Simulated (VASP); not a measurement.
Wanted: the native input for a VASP 6.6.1 run.

* Task: single point
* Functional: PBE
* Potentials or basis: VASP PAW PBE potentials, release 64 (Sr_sv, Cu_sv_GW, S, O)
* Cutoff: 820 eV
* k mesh: 7 × 7 × 4
* Occupations: fermi-dirac, width 0.05 eV
* Spin: no spin polarisation
* Dipole correction: no
* Further INCAR settings: ALGO = Normal; EDIFF = 1e-06; NBANDS = 38

The structure of Sr2CuSO2 lies in POSCAR:

```
Sr2CuSO2
1.0
    3.8496021699      0.0000000000      0.0000000000
    0.0000000000      3.8496021699      0.0000000000
    0.0000000000      0.0000000000      6.7882783291
Sr Cu S O
2 1 1 2
Direct
    0.0000000000      0.0000000000      0.7508430000
    0.0000000000      0.0000000000      0.2491570000
    0.5000000000      0.5000000000      0.0000000000
    0.5000000000      0.5000000000      0.5000000000
    0.5000000000      0.0000000000      0.0000000000
    0.0000000000      0.5000000000      0.0000000000
```

The input as run:

INCAR

```
PREC = Accurate ; ENCUT = 820
EDIFF = 1E-6 ; ISMEAR = -1
SIGMA = 0.05 ; LREAL = False
LASPH = True ; NELM = 120
ALGO = Normal ; ISIF = 2
LWAVE = False ; LCHARG = True
GGA = PE ; LELF = True
LVHAR = True ; NBANDS = 38
GGA_COMPAT = False
```

KPOINTS

```
Automatic mesh
0
Gamma
  7 7 4
```

Potentials or basis: VASP PAW PBE potentials, release 64 (Sr_sv, Cu_sv_GW, S, O).

Run with:

```console
$ cat potpaw_PBE.64/Sr_sv/POTCAR potpaw_PBE.64/Cu_sv_GW/POTCAR potpaw_PBE.64/S/POTCAR potpaw_PBE.64/O/POTCAR > POTCAR
$ mpirun -np 1 vasp_std > vasp.out
```

It gave:

| Quantity | Value |
| --- | --- |
| Pressure | 3.8 GPa |
| Largest force | 0.185 eV/Å |
| Band gap on the k mesh | zero (an odd number of electrons rules out a gap without spin polarisation) |

Caveat: the cell stands under pressure; an odd number of electrons without spin polarisation forces a metal; a magnetic or distorted state may lie lower; semilocal functionals often make such compounds metallic where correlation or magnetic order opens a gap, which also shifts bond lengths.

It took 110 s on 1 thread of AMD EPYC 9R45 96-Core Processor (Zen 5), on a shared host, peak memory 0.41 GiB.
